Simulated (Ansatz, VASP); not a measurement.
# SiC: VASP beside Ansatz

Contents of INCAR:

```
  PREC = Accurate
  ENCUT = 520
  EDIFF = 1E-6
  ISMEAR = -1
  SIGMA = 0.02
  LREAL = False
  LASPH = True
  NELM = 60
  ALGO = Normal
  ISIF = 2
  LWAVE = False
  LCHARG = False
  GGA = PE
  IBRION = 2
  NSW = 80
  EDIFFG = -0.02
```

The input KPOINTS:

```
regular mesh
0
Gamma
  10 10 2
```

Contents of POSCAR:

```
SiC
1.0
    3.0950000000      0.0000000000      0.0000000000
   -1.5475000000      2.6803486247      0.0000000000
    0.0000000000      0.0000000000     15.0183000000
Si C
6 6
Direct
    0.0000000000      0.0000000000      0.1250484249
    0.0000000000      0.0000000000      0.6250484249
    0.3333333333      0.6666666667      0.2918257749
    0.6666666667      0.3333333333      0.7918257749
    0.3333333333      0.6666666667      0.9583152732
    0.6666666667      0.3333333333      0.4583152732
    0.0000000000      0.0000000000     -0.0003283977
    0.0000000000      0.0000000000      0.4996716023
    0.3333333333      0.6666666667      0.1668332769
    0.6666666667      0.3333333333      0.6668332769
    0.3333333333      0.6666666667      0.8333056478
    0.6666666667      0.3333333333      0.3333056478
```

Input for Ansatz:

```yaml
crystal:
  lattice:
    - [3.095, 0.0, 0.0]
    - [-1.5475, 2.6803486247, 0.0]
    - [0.0, 0.0, 15.0183]
  atoms:
    - { symbol: Si, position: [0.0, 0.0, 0.1250484249] }
    - { symbol: Si, position: [0.0, 0.0, 0.6250484249] }
    - { symbol: Si, position: [0.3333333333, 0.6666666667, 0.2918257749] }
    - { symbol: Si, position: [0.6666666667, 0.3333333333, 0.7918257749] }
    - { symbol: Si, position: [0.3333333333, 0.6666666667, 0.9583152732] }
    - { symbol: Si, position: [0.6666666667, 0.3333333333, 0.4583152732] }
    - { symbol: C, position: [0.0, 0.0, -0.0003283977] }
    - { symbol: C, position: [0.0, 0.0, 0.4996716023] }
    - { symbol: C, position: [0.3333333333, 0.6666666667, 0.1668332769] }
    - { symbol: C, position: [0.6666666667, 0.3333333333, 0.6668332769] }
    - { symbol: C, position: [0.3333333333, 0.6666666667, 0.8333056478] }
    - { symbol: C, position: [0.6666666667, 0.3333333333, 0.3333056478] }
kpoints:
  mp_grid: { grid: [10, 10, 2] }
scf:
  occupations: { method: fermi_dirac, width: 0.02 }
hamiltonian:
  xc: pbe
  pseudopotentials: { kind: paw, frozen_core: stored }
output:
  forces: true
  stress: true
  populations: true
  efg: {}
relax:
  f_tol: 0.02
  max_steps: 60
```

Change from the starting cell: z stretched by -1 %, ions relaxed.

Alike in both runs: task relaxation of the atoms; functional PBE; k mesh 10 × 10 × 2; occupations fermi-dirac, width 0.02 eV; no spin polarisation.

```csv
,VASP,Ansatz
version,VASP 6.6.1,Ansatz 0.2.0
potentials or method,"VASP PAW PBE potentials, release 64 (Si, C)","plane-wave PAW, scalar-relativistic"
plane-wave cutoff (eV),520,420
valence electrons in the cell,48,48
```

|  | VASP | Ansatz | Ansatz less VASP |
| --- | --- | --- | --- |
| gap on the k mesh at the Fermi level, each at its own relaxed structure (eV) | 2.00 | 2.00 | +0.002 |

Ansatz's warnings: stress scf threshold loose.
